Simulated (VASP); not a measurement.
A run of VASP 6.6.1 is set up as follows.

File INCAR:

```
SYSTEM = GdO4
ALGO = Normal
EDIFF = 1E-6
ENCUT = 520
GGA = PE
ISIF = 2
ISMEAR = 0
ISPIN = 2
LASPH = .True.
LCHARG = .False.
LMAXMIX = 6
LORBIT = 11
LREAL = .False.
LWAVE = .False.
MAGMOM = 7 0 0 0 0
NBANDS = 33
NELM = 150
PREC = Accurate
SIGMA = 0.1
```

The input KPOINTS:

```
k-points
0
Gamma
  6 6 6
  0 0 0
```

Contents of POSCAR:

```
GdO4
1.0
    2.1529468460      1.2430044411      3.4871953359
   -2.1529468460      1.2430044411      3.4871953359
    0.0000000000     -2.4860088821      3.4871953359
Gd O
1 4
Direct
    0.0000000000      0.0000000000      0.0000000000
    0.3697934342      0.3697934342      0.3697934342
    0.6302065658      0.6302065658      0.6302065658
    0.7640681098      0.7640681098      0.7640681098
    0.2359318902      0.2359318902      0.2359318902
```

Potentials or basis: VASP PAW PBE potentials, release 64 (Gd, O).

Command:

```console
$ cat potpaw_PBE.64/Gd/POTCAR potpaw_PBE.64/O/POTCAR > POTCAR
$ mpirun -np 1 vasp_std > vasp.out
```

(1) What does it give for the largest force?

(2) Estimate the site moments.

Results:

(1) 0.327 eV/Å.

(2) Gd +6.74; O -0.15, -0.26 (each value once) μB.

Caveat: a cell with one magnetic atom can't hold antiferromagnetic order, which such compounds often take.
